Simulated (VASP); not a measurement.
The system is ZnGe3.

```
Zn Ge
1.0
     3.24703    0.00000    0.00000
    -1.62351    2.81201    0.00000
     0.00000    0.00000    8.38189
Zn Ge
1 3
Direct
  0.00000 0.00000 0.00000
  0.33333 0.66667 0.25866
  0.00000 0.00000 0.50000
  0.33333 0.66667 0.74134
```

The cell was generated, and may not be a known phase.

```yaml
Program: VASP 6.6.1
Task: relaxation of cell and atoms
Functional: PBE
Potentials_or_basis: VASP PAW PBE potentials, release 64 (Zn, Ge_d)
Cutoff: 600 eV
k_mesh: 6 × 6 × 2
Occupations: gaussian, width 0.1 eV
Spin: no spin polarisation
```

At the start: pressure 0.3 GPa; volume 19.13 Å³/atom.

Question: Where does the relaxation end?

Answer: Over 8 steps the energy falls by 34.0 meV/atom and the volume is 19.15 Å³/atom (+0.1 %); space group P-6m2 (No. 187, to 0.1 Å) before and after.

Step by step:
```
step  energy change (eV)  largest force (eV/Å)  pressure (GPa)  volume (Å³)
   1              0.0000                0.6646            0.30        76.53
   2             -0.0422                0.5575           -0.12        76.93
   3             -0.1182                0.2231           -1.23        78.10
   4             -0.1252                0.0004           -1.64        78.68
   5             -0.1177                0.2219            1.74        74.85
   6             -0.1337                0.0826           -0.26        77.01
   7             -0.1337                0.0804           -0.43        77.05
   8             -0.1358                0.0152           -0.01        76.58
```

Final structure:
```
CELL_PARAMETERS angstrom
3.28864 0.00000 0.00000
-1.64432 2.84804 0.00000
0.00000 0.00000 8.17665
ATOMIC_POSITIONS crystal
Zn 0.00000 0.00000 0.00000
Ge 0.33333 0.66667 0.23712
Ge 0.00000 0.00000 0.50000
Ge 0.33333 0.66667 0.76288
```

Caveat: the k points lie up to 0.38 Å⁻¹ apart in the final cell, too coarse for converged energies and pressures of a metal.
